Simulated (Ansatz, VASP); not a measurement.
**Two plane-wave programs on Rb**

```
Rb
1.0
    -2.84809    2.80600    2.80600
     2.84809   -2.80600    2.80600
     2.84809    2.80600   -2.80600
Rb
1
Direct
  0.00000 0.00000 0.00000
```

Change from the starting cell: strain +0.0150 x Voigt [1, 0, 0, 0, 0, 0], atoms carried along.

Alike in both runs: task single point; functional PBE; k mesh 12 × 12 × 12; occupations gaussian, width 0.15 eV; no spin polarisation.

|  | VASP | Ansatz |
| --- | --- | --- |
| version | VASP 6.6.1 | Ansatz 0.2.0 |
| potentials or method | VASP PAW PBE potentials, release 64 (Rb_sv), cutoff 520 eV | scalar-relativistic, plane waves, PAW |
| valence electrons in the cell | 9 | 9 |

|  | VASP | Ansatz | Ansatz less VASP |
| --- | --- | --- | --- |
| gap on the k mesh at the Fermi level (eV) | none | none | - |
| pressure (GPa) | 0.0 | 0.0 | 0.00 |

A gap of «none» marks a metal or a gap that the smearing closes.
